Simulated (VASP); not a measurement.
Input of a VASP 6.6.1 run:

Contents of INCAR:

```
SYSTEM = InSe
ALGO     = Normal         ! electronic algorithm
EDIFF    = 1E-7           ! SCF threshold, eV
ENCUT    = 520            ! plane-wave cutoff, eV
GGA      = CA             ! functional
ISIF     = 2              ! what is computed and relaxed
ISMEAR   = 0              ! smearing method
LASPH    = .TRUE.         ! aspherical terms in the spheres
LCHARG   = .FALSE.        ! write CHGCAR
LREAL    = .FALSE.        ! projectors in reciprocal space
LWAVE    = .FALSE.        ! write WAVECAR
NBANDS   = 27             ! bands
NELM     = 80             ! most SCF steps
PREC     = Accurate       ! precision mode
SIGMA    = 0.01           ! smearing width, eV
```

The input KPOINTS:

```
k-points
0
G
  6 6 4
  0 0 0
```

The input POSCAR:

```
InSe
1.0
    6.2173400000      0.0000000000      0.0000000000
    4.8588728816      3.8790038664      0.0000000000
   -1.5095221680     -0.5286502154      4.3236525964
In Se
2 2
Direct
    0.8840000000      0.8840000000      0.0050000000
    0.1160000000      0.1160000000      0.9950000000
    0.6600000000      0.6600000000      0.6420000000
    0.3400000000      0.3400000000      0.3580000000
```

Potentials or basis: VASP PAW LDA potentials, release 64 (In_d, Se).

Run with:

```bash
$ cat potpaw_LDA.64/In_d/POTCAR potpaw_LDA.64/Se/POTCAR > POTCAR
$ mpirun -np 1 vasp_std > vasp.out
```

**Question.** Estimate the band gap on the k mesh.

**Answer.** 1.04 eV, indirect (least direct gap 1.33 eV).

**Question.** What does it give for the pressure?

**Answer.** -1.8 GPa.

**Question.** Predict the largest force.

**Answer.** 0.675 eV/Å.

Forces on the atoms (eV/Å):
```
In  -0.203 -0.071  0.513
In   0.203  0.071 -0.513
Se  -0.631 -0.221  0.095
Se   0.631  0.221 -0.095
```

Caveat: spin-orbit coupling is left out, which moves the levels of the heavy elements. A k mesh can miss the band edges.
